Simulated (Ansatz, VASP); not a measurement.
# Two plane-wave programs on ZnS

```xyz
2
Lattice="0.0000 2.6541 2.7753 2.6541 0.0000 2.7753 2.6541 2.6541 0.0000" Properties=species:S:1:pos:R:3 pbc="T T T"
Zn    0.0000    0.0000    0.0000
S     3.9811    3.9811    4.1630
```

Change from the starting cell: strain -0.015 along x and y, +0.030 along z, atoms carried along.

Alike in both runs: task single point; functional r2SCAN; k mesh 8 × 8 × 8; occupations gaussian, width 0.05 eV; no spin polarisation.

|  | VASP | Ansatz |
| --- | --- | --- |
| version | VASP 6.6.1 | Ansatz 0.2.0 |
| potentials or method | VASP PAW PBE potentials, release 64 (Zn, S), cutoff 520 eV | scalar-relativistic, plane waves, PAW |
| valence electrons in the cell | 18 | 18 |

```tsv
	VASP	Ansatz	Ansatz less VASP
gap on the k mesh at the Fermi level (eV)	2.65	2.64	-0.011
least direct gap on the mesh (eV)	2.65	2.64	-0.011
pressure (GPa)	0.1	0.0	-0.06
traceless stress, the component that is largest in VASP (GPa)	-1.39	-1.41	-0.016
```

VASP's potentials were made for PBE, not for r2SCAN.
